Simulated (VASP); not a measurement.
# C (R-3m) in VASP: a series of runs, part 2 of 2

VASP 6.6.1.

**3. Single point, PBEsol**

This run uses another cell than the first one, of 7.50 Å³/atom.

Input file INCAR:

```
SYSTEM = C
PREC     = Accurate       ! precision mode
ENCUT    = 520            ! plane-wave cutoff, eV
EDIFF    = 1E-6           ! SCF threshold, eV
ISMEAR   = 0              ! smearing method
SIGMA    = 0.01           ! smearing width, eV
LREAL    = .FALSE.        ! projectors in reciprocal space
LASPH    = .TRUE.         ! aspherical terms in the spheres
NELM     = 80             ! most SCF steps
ALGO     = Normal         ! electronic algorithm
ISIF     = 2              ! what is computed and relaxed
LWAVE    = .FALSE.        ! write WAVECAR
LCHARG   = .FALSE.        ! write CHGCAR
GGA      = PS             ! functional
NBANDS   = 16             ! bands
```

Input file KPOINTS:

```
Automatic mesh
0
G
  18 18 18
  0 0 0
```

Input file POSCAR:

```
C
1.0
    1.2160950393      0.7021127983      5.8536878327
   -1.2160950393      0.7021127983      5.8536878327
    0.0000000000     -1.4042255966      5.8536878327
C
4
Direct
    0.9193779402      0.9193779402      0.9193779402
    0.2525470985      0.2525470985      0.2525470985
    0.7474529015      0.7474529015      0.7474529015
    0.0806220598      0.0806220598      0.0806220598
```

Potentials or basis: VASP PAW PBE potentials, release 64 (C).

Run with:

```
$ cat potpaw_PBE.64/C/POTCAR > POTCAR
$ mpirun -np 1 vasp_std > vasp.out
```

OUTCAR:

```text
SYSTEM = C
   PREC = Accurate
   ENCUT = 520
   EDIFF = 1E-6
   ISMEAR = 0
   LREAL = .FALSE.
   LASPH = .TRUE.
   NELM = 80
   ISIF = 2
   GGA = PS

 ion  position               nearest neighbor table
   1  0.919  0.919  0.919-   2 1.40   2 1.40   2 1.40
   2  0.253  0.253  0.253-   1 1.40   1 1.40   1 1.40
   3  0.747  0.747  0.747-   4 1.40   4 1.40   4 1.40
   4  0.081  0.081  0.081-   3 1.40   3 1.40   3 1.40

  LATTYP: Found a trigonal (rhomboedric) cell.
 ALAT       =     6.0197600259
 COS(alpha) =     0.9183781053

  Lattice vectors:

 A1 = (   1.2160950393,   0.7021127983,   5.8536878327)
 A2 = (  -1.2160950393,   0.7021127983,   5.8536878327)
 A3 = (   0.0000000000,  -1.4042255966,   5.8536878327)

Analysis of symmetry for initial positions (statically):
=====================================================================
 Subroutine PRICEL returns:
 Original cell was already a primitive cell.

[... 168 lines left out ...]
  ext. energy  EPLUGINS =         0.00000000
  ---------------------------------------------------
  free energy    TOTEN  =       -38.31051402 eV

  energy without entropy =      -38.31051402  energy(sigma->0) =      -38.31051402

 E-fermi :   6.2266     XC(G=0): -11.5581

 val. band max:        6.1841926807   @ k =  -0.2778   0.3333   0.0556
 cond. band min:       6.2679364828   @ k =  -0.2222   0.4444   0.1667
 fundamental gap:      0.0837438021
 Fermi energy:         6.2266076105

 k-point     1 :       0.0000    0.0000    0.0000
  band No.  band energies     occupation
      1     -14.0217      2.00000
      2     -13.1944      2.00000
      3      -3.4344      2.00000
      4       0.3879      2.00000
      5       3.2482      2.00000
      6       3.2482      2.00000
[... 433 lines left out ...]
      3      -1.4856      2.00000
      4      -1.3417      2.00000
      5      -1.1403      2.00000
      6       0.8773      2.00000
[... 8 lines left out ...]
     15      19.7345      0.00000
     16      20.7452      0.00000

 [... further k-points ...]
[... 5 lines left out ...]
  --------------------------------------------------------------------------------------
  -------------------------------------------------------------------------------------
  Total        3.0428384      3.0428384      2.7836652      0.0000000      0.0000000      0.0000000
  in kB      162.5677001    162.5677001    148.7210255      0.0000000      0.0000000      0.0000000
  external PRESSURE =     157.9521419 kB  Pullay stress =       0.0000000 kB

 VOLUME and BASIS-vectors are now :
 -----------------------------------------------------------------------------
  energy-cutoff  :      520.00
  volume of cell :       29.99
      direct lattice vectors                 reciprocal lattice vectors
     1.216095039  0.702112798  5.853687833     0.411152076  0.237378762  0.056944159
    -1.216095039  0.702112798  5.853687833    -0.411152076  0.237378762  0.056944159
     0.000000000 -1.404225597  5.853687833     0.000000000 -0.474757523  0.056944159

 POSITION                                       TOTAL-FORCE (eV/Angst)
 -----------------------------------------------------------------------------------
      0.00000      0.00000     16.14525         0.000000     -0.000000      0.000351
      0.00000      0.00000      4.43500         0.000000      0.000000      0.000506
      0.00000      0.00000     13.12607         0.000000     -0.000000     -0.000506
      0.00000      0.00000      1.41581         0.000000     -0.000000     -0.000351
 -----------------------------------------------------------------------------------
    total drift:                                0.000000      0.000000      0.000000

  FREE ENERGIE OF THE ION-ELECTRON SYSTEM (eV)
  ---------------------------------------------------
  free  energy   TOTEN  =       -38.3105140201 eV

  energy  without entropy=      -38.3105140201  energy(sigma->0) =      -38.31051402
```

stdout:

```text
POSCAR found type information on POSCAR C
 POSCAR found :  1 types and       4 ions
 scaLAPACK will be used
 -----------------------------------------------------------------------------
|                                                                             |
|                                                                             |
|     You enforced a specific xc type in the INCAR file but a different       |
|     I HOPE YOU KNOW WHAT YOU ARE DOING!                                     |
|                                                                             |
 -----------------------------------------------------------------------------

 LDA part: xc-table for (Slater+PW92), standard interpolation
 POSCAR, INCAR and KPOINTS ok, starting setup
 FFT: planning ... GRIDC
 FFT: planning ... GRID_SOFT
 FFT: planning ... GRID
 WAVECAR not read
 entering main loop
```

Wall time 12 min (1 thread of AMD EPYC 9R45 (Zen 5), shared host); peak memory 0.4 GiB.

What came out:

```
Free energy : -38.3105 eV
Pressure    : 15.8 GPa
```

Caveat: the cell stands under pressure; this functional lacks dispersion, which binds layers or chains, so the pressure and a relaxed spacing across them are unreliable; the PAW data sets were made with another functional, which shifts forces and pressure a little.

**4. Single point, PBEsol**

This run uses another cell than the first one, of 8.00 Å³/atom.

Input file INCAR:

```
  ALGO = Normal
  EDIFF = 1E-6
  ENCUT = 520
  GGA = PS
  ISIF = 2
  ISMEAR = 0
  LASPH = True
  LCHARG = False
  LREAL = False
  LWAVE = False
  NBANDS = 16
  NELM = 100
  PREC = Accurate
  SIGMA = 0.01
```

Input file KPOINTS:

```
k-points
0
Gamma
  18 18 18
```

Input file POSCAR:

```
C
1.0
    1.2216588081      0.7053250417      6.1890969526
   -1.2216588081      0.7053250417      6.1890969526
    0.0000000000     -1.4106500834      6.1890969526
C
4
Direct
    0.9192847460      0.9192847460      0.9192847460
    0.2525367798      0.2525367798      0.2525367798
    0.7474632202      0.7474632202      0.7474632202
    0.0807152540      0.0807152540      0.0807152540
```

Run with:

```
$ cat potpaw_PBE.64/C/POTCAR > POTCAR
$ mpirun -np 1 vasp_std > vasp.out
```

It took 12 min on 1 thread of AMD EPYC 9R45 (Zen 5), shared host; peak memory 0.41 GiB.

The run converged. Its results:

| Quantity | Value |
| --- | --- |
| Free energy | -38.4537 eV |
| Pressure | 8.7 GPa |

Stress tensor (GPa, compression positive):
```
9.17 0.00 0.00
0.00 9.17 0.00
0.00 0.00 7.88
```

Caveat: the cell stands under pressure; this functional lacks dispersion, which binds layers or chains, so the pressure and a relaxed spacing across them are unreliable; the PAW data sets were made with another functional, which shifts forces and pressure a little.

**5. Relaxation of cell and atoms, PBEsol, target pressure 30 GPa, at which the enthalpy is minimised**

This run uses another cell than the first one, of 6.92 Å³/atom.

Input file INCAR:

```
SYSTEM = C
ALGO = Normal
EDIFF = 1E-6
EDIFFG = -0.008
ENCUT = 600
GGA = PS
IBRION = 2
ISIF = 3
ISMEAR = 0
LASPH = .True.
LCHARG = .False.
LREAL = .False.
LWAVE = .False.
NELM = 80
NSW = 70
PREC = Accurate
PSTRESS = 300.0
SIGMA = 0.01
```

Input file KPOINTS:

```
k-points
0
Gamma
  18 18 18
  0 0 0
```

Input file POSCAR:

```
C
1.0
    1.1840944096      0.6836372262      5.6996524238
   -1.1840944096      0.6836372262      5.6996524238
    0.0000000000     -1.3672744523      5.6996524238
C
4
Direct
    0.9193779402      0.9193779402      0.9193779402
    0.2525470985      0.2525470985      0.2525470985
    0.7474529015      0.7474529015      0.7474529015
    0.0806220598      0.0806220598      0.0806220598
```

Run with:

```
$ cat potpaw_PBE.64/C/POTCAR > POTCAR
$ mpirun -np 1 vasp_std > vasp.out
```

Run time: 55 min. Hardware: 1 thread of AMD EPYC 9R45 (Zen 5), shared host; peak memory 0.43 GiB.

Results (log left out):

```yaml
Free_energy: -37.9498 eV
Relaxed_volume: 6.83 Å³/atom
Relaxed_cell: a = 5.594 Å, b = 5.594 Å, c = 5.594 Å, α = 24.91°, β = 24.91°, γ = 24.91°
Space_group_after_relaxing_to_0.1_Å: R-3m (No. 166)
Energy_change_on_relaxing_the_run_minimises_the_enthalpy: -22.6 meV/atom
Ionic_steps: 13
Pressure_after_relaxing: 30.1 GPa
Band_gap_on_the_k_mesh: zero (bands 8 and 9 overlap by 0.35 eV)
```

Forces on the atoms (eV/Å):
```
C    0.000  0.000  0.003
C    0.000  0.000 -0.001
C    0.000  0.000  0.001
C    0.000  0.000 -0.003
```

Stress tensor (GPa, compression positive):
```
30.17  0.00  0.00
 0.00 30.17  0.00
 0.00  0.00 30.09
```

Step by step:
```tsv
step	energy change (eV)	largest force (eV/Å)	pressure (GPa)	volume (Å³)
1	0.0000	0.0145	49.30	27.68
2	-0.0494	0.0482	-20.63	31.07
3	-0.2993	0.0219	24.45	28.65
4	-0.2900	0.0216	25.64	28.60
5	-0.2144	0.0189	27.24	28.05
6	-0.1102	0.0167	29.38	27.43
7	-0.0951	0.0166	29.68	27.35
8	-0.0998	0.0167	29.57	27.37
9	-0.0889	0.0112	30.98	27.31
10	-0.0969	0.0131	29.97	27.36
11	-0.0955	0.0080	29.96	27.35
12	-0.0936	0.0112	29.95	27.34
13	-0.0905	0.0027	30.14	27.32
```

Final structure:
```
C
1.0
     1.20658    0.69662    5.41755
    -1.20658    0.69662    5.41755
     0.00000   -1.39323    5.41755
C
4
Direct
  0.91933 0.91933 0.91933
  0.25230 0.25230 0.25230
  0.74770 0.74770 0.74770
  0.08067 0.08067 0.08067
```

Levels at points of the mesh, in eV from the Fermi level:
```
           k point  band 5  band 6  band 7  band 8  band 9  band 10  band 11  band 12
(0.00, 0.00, 0.00)   -2.93   -2.93   -2.92   -2.92    6.64     8.71     8.71     8.76
(0.50, 0.00, 0.00)   -6.58   -6.50   -4.07   -1.41    0.90     3.31     7.86     8.04
(0.50, 0.50, 0.00)   -6.71   -6.37   -2.99   -2.45    1.35     2.49     7.17     8.81
(0.50, 0.50, 0.50)   -3.01   -3.01   -2.84   -2.84    8.55     8.55     8.93     8.93
```

Caveat: the cell is relaxed towards a set pressure, so the run minimises the enthalpy, not the energy; this functional lacks dispersion, which binds layers or chains, so the pressure and a relaxed spacing across them are unreliable; the PAW data sets were made with another functional, which shifts forces and pressure a little.

**6. The runs side by side**

| task | cell | cutoff (eV) | gap on the mesh (eV) | pressure (GPa) |
| --- | --- | --- | --- | --- |
| single point | a = 5.605 Å, angles 24.9°, 4 atoms, atomic positions A | 520 | none | 30.9 |
| single point | a = 6.020 Å, angles 23.3°, 4 atoms, atomic positions B | 520 | - | 15.8 |
| single point | a = 6.348 Å, angles 22.2°, 4 atoms, atomic positions C | 520 | - | 8.7 |
| relaxation of cell and atoms | relaxed to 30 GPa from a = 5.861 Å, angles 23.3°, 4 atoms, atomic positions B | 600 | none | 30.1 |

Alike in all rows: level PBEsol; potentials or basis VASP PAW PBE potentials, release 64 (C); no spin polarisation; k mesh 18 × 18 × 18; smearing gaussian 0.01 eV.

Caveats: this functional lacks dispersion, which binds layers or chains, so the pressure and a relaxed spacing across them are unreliable; the PAW data sets were made with another functional, which shifts forces and pressure a little; the cell stands under pressure (at least some runs); the cell is relaxed towards a set pressure, so the run minimises the enthalpy, not the energy (at least some runs).

Absolute energies hang on the potentials; compare differences alone.

The gap in the log of VASP goes by the Fermi energy; the results here count the filled bands.